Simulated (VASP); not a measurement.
# PtSe2 (C2/m) in VASP: further runs, part 2 of 2

VASP 6.6.1.

### 4 Single point, PBE+D3(BJ) (normal strain along x +0.0000, normal strain along y -0.1500)

INCAR reads:

```
SYSTEM = PtSe2
PREC = Accurate
ENCUT = 520
EDIFF = 1E-7
ISMEAR = 0
SIGMA = 0.15
LREAL = .FALSE.
LASPH = .TRUE.
NELM = 100
ALGO = Normal
ISIF = 2
LWAVE = .FALSE.
LCHARG = .TRUE.
GGA = PE
IVDW = 12
LELF = .TRUE.
LVHAR = .TRUE.
NBANDS = 18
```

KPOINTS reads:

```
Automatic mesh
0
G
  12 12 8
  0 0 0
```

POSCAR reads:

```
PtSe2
1.0
    3.7715031150      0.0000000000      0.0000000000
   -1.8857515575      2.7762848818      0.0000000000
    0.0000000000      0.0000000000      4.8219239451
Pt Se
1 2
Direct
    0.0000000000      0.0000000000      0.0000000000
    0.3333333333      0.6666666667      0.2655211092
    0.6666666667      0.3333333333      0.7344788908
```

Potentials or basis: VASP PAW PBE potentials, release 64 (Pt, Se).

Run with:

```bash
> cat potpaw_PBE.64/Pt/POTCAR potpaw_PBE.64/Se/POTCAR > POTCAR
> mpirun -np 1 vasp_std > vasp.out
```

OUTCAR:

```text
SYSTEM = PtSe2
   PREC = Accurate
   ENCUT = 520
   EDIFF = 1E-7
   ISMEAR = 0
   LREAL = .FALSE.
   LASPH = .TRUE.
   NELM = 100
   ISIF = 2
   GGA = PE
   IVDW = 12
 IVDW          = 12

 ion  position               nearest neighbor table
   1  0.000  0.000  0.000-   2 2.25   3 2.25   3 2.46   2 2.46   3 2.46   2 2.46
   2  0.333  0.667  0.266-   1 2.25   1 2.46   1 2.46
   3  0.667  0.333  0.734-   1 2.25   1 2.46   1 2.46

  Warning from LATTYP: Monoclinic adjustment (A1->A3, A2->A1, A3->A2)!
  LATTYP: Found a base centered orthorhombic cell.
 ALAT       =     3.7715031150
[... 703 lines left out ...]

  FORCE on cell =-STRESS in cart. coord.  units (eV):
  Direction    XX          YY          ZZ          XY          YZ          ZX
  --------------------------------------------------------------------------------------
  -------------------------------------------------------------------------------------
  Total       6.94351    19.98843     9.06168     0.00000     7.11852     0.00000
  in kB     220.33884   634.29368   287.55463     0.00000   225.89223     0.00000
  external pressure =      380.73 kB  Pullay stress =        0.00 kB

 VOLUME and BASIS-vectors are now :
 -----------------------------------------------------------------------------
  energy-cutoff  :      520.00
  volume of cell :       50.49
      direct lattice vectors                 reciprocal lattice vectors
     3.771503115  0.000000000  0.000000000     0.265146274  0.180096792  0.000000000
    -1.885751557  2.776284882  0.000000000     0.000000000  0.360193583  0.000000000
     0.000000000  0.000000000  4.821923945     0.000000000  0.000000000  0.207386100

 POSITION                                       TOTAL-FORCE (eV/Angst)
 -----------------------------------------------------------------------------------
      0.00000      0.00000      0.00000         0.000000      0.000000      0.000000
     -0.00000      1.85086      1.28032        -0.000000      2.120077      2.785263
      1.88575      0.92543      3.54160         0.000000     -2.120077     -2.785263
 -----------------------------------------------------------------------------------
    total drift:                               -0.000000      0.000000      0.000000

  FREE ENERGIE OF THE ION-ELECTRON SYSTEM (eV)
  ---------------------------------------------------
  free  energy   TOTEN  =       -14.1844636581 eV

  energy  without entropy=      -14.1736616991  energy(sigma->0) =      -14.17906268
```

OSZICAR:

```text
N       E                     dE             d eps       ncg     rms          rms(c)
DAV:   1     0.116625412695E+03    0.11663E+03   -0.10497E+04 11648   0.110E+03
DAV:   2    -0.824908132431E+01   -0.12487E+03   -0.12082E+03 14004   0.224E+02
DAV:   3    -0.131565856262E+02   -0.49075E+01   -0.48636E+01 14052   0.437E+01
DAV:   4    -0.131896453024E+02   -0.33060E-01   -0.33045E-01 14352   0.387E+00
DAV:   5    -0.131899277762E+02   -0.28247E-03   -0.28247E-03 13610   0.356E-01    0.195E+01
DAV:   6    -0.125909051034E+02    0.59902E+00   -0.29611E+00 11980   0.167E+01    0.112E+01
DAV:   7    -0.124871251636E+02    0.10378E+00   -0.62942E-01 11808   0.811E+00    0.541E+00
DAV:   8    -0.124546719379E+02    0.32453E-01   -0.44836E-02 12798   0.223E+00    0.690E-01
DAV:   9    -0.124538569673E+02    0.81497E-03   -0.84484E-03 12776   0.785E-01    0.153E-01
DAV:  10    -0.124538607954E+02   -0.38281E-05   -0.77155E-04 13654   0.225E-01    0.934E-02
DAV:  11    -0.124538654682E+02   -0.46729E-05   -0.30167E-05 13768   0.419E-02    0.376E-02
DAV:  12    -0.124538665606E+02   -0.10924E-05   -0.26103E-05 12386   0.431E-02    0.109E-02
DAV:  13    -0.124538667604E+02   -0.19982E-06   -0.17157E-06 12978   0.997E-03    0.320E-03
DAV:  14    -0.124538667344E+02    0.26020E-07   -0.60327E-07 13180   0.441E-03
   1 F= -.14184464E+02 E0= -.14179063E+02  d E =-.108020E-01
```

Wall time 3.6 min (1 thread of Intel Xeon 6975P-C (Granite Rapids), shared host); peak memory 0.42 GiB.

Results:

```yaml
Free_energy: -14.1845 eV
Pressure: 38.1 GPa
Largest_force: 3.500 eV/Å
Band_gap_on_the_k_mesh: zero (bands 11 and 12 overlap by 1.10 eV)
Dispersion_energy_per_atom: -0.577 eV
```

Forces on the atoms (eV/Å):
```
Pt   0.000  0.000  0.000
Se   0.000  2.120  2.785
Se   0.000 -2.120 -2.785
```

Levels at points of the mesh, in eV from the Fermi level:
```csv
k point,band 8,band 9,band 10,band 11,band 12,band 13,band 14,band 15
"(0.00, 0.00, 0.00)",-3.28,-1.32,-0.57,0.73,1.25,1.66,3.39,6.03
"(0.50, 0.00, 0.00)",-4.25,-3.52,-3.24,-3.11,0.35,3.29,6.31,6.75
"(0.00, 0.50, 0.00)",-4.36,-4.15,-3.83,-2.91,1.24,2.68,4.57,4.61
"(0.00, 0.00, 0.50)",-3.89,-2.01,-1.49,-1.18,2.65,2.95,4.67,5.85
"(0.50, 0.00, 0.50)",-4.20,-3.39,-2.21,-1.31,1.00,2.53,4.56,5.48
"(0.00, 0.50, 0.50)",-3.98,-3.83,-3.11,-1.96,0.29,2.11,4.00,5.29
```

Caveat: the cell differs from its parent crystal (normal strain along x +0.0000, normal strain along y -0.1500); the cell stands under pressure; spin-orbit coupling is left out, which moves the levels of the heavy elements; forces of over 1 eV/Å act on the atoms, so gaps and moduli don't describe the material at rest.

### 5 Single point, PBE+D3(BJ) (normal strain along x -0.1500, normal strain along y +0.0000)

INCAR reads:

```
ALGO = Normal ; EDIFF = 1E-7
ENCUT = 520 ; GGA = PE
ISIF = 2 ; ISMEAR = 0
IVDW = 12 ; LASPH = True
LCHARG = True ; LELF = True
LREAL = False ; LVHAR = True
LWAVE = False ; NBANDS = 18
NELM = 80 ; PREC = Accurate
SIGMA = 0.15
```

KPOINTS reads:

```
k-points
0
Gamma
  12 12 8
```

POSCAR reads:

```
PtSe2
1.0
    3.2057776477      0.0000000000      0.0000000000
   -1.6028888239      3.2662175080      0.0000000000
    0.0000000000      0.0000000000      4.8219239451
Pt Se
1 2
Direct
    0.0000000000      0.0000000000      0.0000000000
    0.3333333333      0.6666666667      0.2655211092
    0.6666666667      0.3333333333      0.7344788908
```

Run with:

```bash
> cat potpaw_PBE.64/Pt/POTCAR potpaw_PBE.64/Se/POTCAR > POTCAR
> mpirun -np 1 vasp_std > vasp.out
```

Run time: 2.9 min. Hardware: 1 thread of Intel Xeon 6975P-C (Granite Rapids), shared host; peak memory 0.4 GiB.

Results (log left out):

```yaml
Free_energy: -14.2515 eV
Pressure: 37.5 GPa
Largest_force: 3.072 eV/Å
Band_gap_on_the_k_mesh: zero (bands 11 and 12 overlap by 1.04 eV)
Dispersion_energy_per_atom: -0.577 eV
```

Forces in eV/Å, atoms in the order of the input:
```
Pt   0.000  0.000  0.000
Se   0.000 -1.554  2.650
Se   0.000  1.554 -2.650
```

Stress tensor (GPa, compression positive):
```
 59.30   0.00   0.00
  0.00  25.56 -17.21
  0.00 -17.21  27.51
```

Levels at points of the mesh, in eV from the Fermi level:
| k point | band 7 | band 8 | band 9 | band 10 | band 11 | band 12 | band 13 | band 14 | band 15 | band 16 |
| --- | --- | --- | --- | --- | --- | --- | --- | --- | --- | --- |
| (0.00, 0.00, 0.00) | -4.33 | -3.30 | -1.58 | -0.21 | 0.68 | 1.06 | 2.05 | 3.24 | 5.90 | 6.40 |
| (0.50, 0.00, 0.00) | -4.49 | -4.33 | -4.17 | -3.80 | -2.70 | 0.74 | 3.04 | 5.28 | 5.33 | 6.51 |
| (0.00, 0.50, 0.00) | -5.07 | -3.92 | -3.85 | -3.17 | -2.70 | 0.25 | 3.62 | 6.59 | 7.42 | 7.73 |
| (0.00, 0.00, 0.50) | -4.36 | -3.99 | -2.11 | -1.52 | -0.93 | 2.36 | 3.43 | 4.28 | 6.64 | 7.25 |
| (0.50, 0.00, 0.50) | -4.37 | -4.03 | -3.35 | -2.91 | -1.67 | 0.50 | 2.57 | 4.15 | 5.15 | 6.88 |
| (0.00, 0.50, 0.50) | -4.58 | -3.90 | -3.87 | -1.62 | -1.18 | 1.58 | 1.93 | 4.85 | 5.84 | 6.41 |

Caveat: the cell differs from its parent crystal (normal strain along x -0.1500, normal strain along y +0.0000); the cell stands under pressure; spin-orbit coupling is left out, which moves the levels of the heavy elements; forces of over 1 eV/Å act on the atoms, so gaps and moduli don't describe the material at rest.

### 6 The runs side by side

| cell | gap on the mesh (eV) | pressure (GPa) | largest force (eV/Å) |
| --- | --- | --- | --- |
| a = 3.489, b = 3.279, c = 4.822 Å, angles 90.0, 90.0, 122.1°, 3 atoms | none | 63.9 | 4.48 |
| a = 3.206, b = 3.420, c = 4.822 Å, angles 90.0, 90.0, 117.9°, 3 atoms | none | 63.8 | 4.40 |
| a = 3.772, b = 3.356, c = 4.822 Å, angles 90.0, 90.0, 124.2°, 3 atoms | none | 38.1 | 3.50 |
| a = 3.206, b = 3.638, c = 4.822 Å, angles 90.0, 90.0, 116.1°, 3 atoms | none | 37.5 | 3.07 |

Alike in all rows: task single point; level PBE+D3(BJ); potentials or basis VASP PAW PBE potentials, release 64 (Pt, Se); no spin polarisation; k mesh 12 × 12 × 8; cutoff (eV) 520; smearing gaussian 0.15 eV.

Caveats: the cell stands under pressure; spin-orbit coupling is left out, which moves the levels of the heavy elements; forces of over 1 eV/Å act on the atoms, so gaps and moduli don't describe the material at rest.

Absolute energies hang on the potentials; compare differences alone.
